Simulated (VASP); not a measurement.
As:

```
CELL_PARAMETERS angstrom
2.05989 0.00000 0.00000
0.00000 2.05989 0.00000
0.00000 0.00000 2.05989
ATOMIC_POSITIONS crystal
As 0.00000 0.00000 0.00000
```

Program: VASP 6.6.1. Alike in all runs: task single point; potentials or basis VASP PAW PBE potentials, release 64 (As); no spin polarisation; cell as given; k mesh 15 × 15 × 15.

**Question.** Order these runs on this cell by their pressure, lowest first.
A. level PBE; cutoff (eV) 500; smearing tetrahedron
B. level PBE; cutoff (eV) 520; smearing fermi-dirac 0.08 eV
C. level PBE+D3(BJ); cutoff (eV) 500; smearing fermi-dirac 0.08 eV

**Answer.** C (420.0 GPa), B (439.6 GPa), A (444.7 GPa).

Caveats: pairwise dispersion overbinds metals, which lowers pressure and volume (some runs).
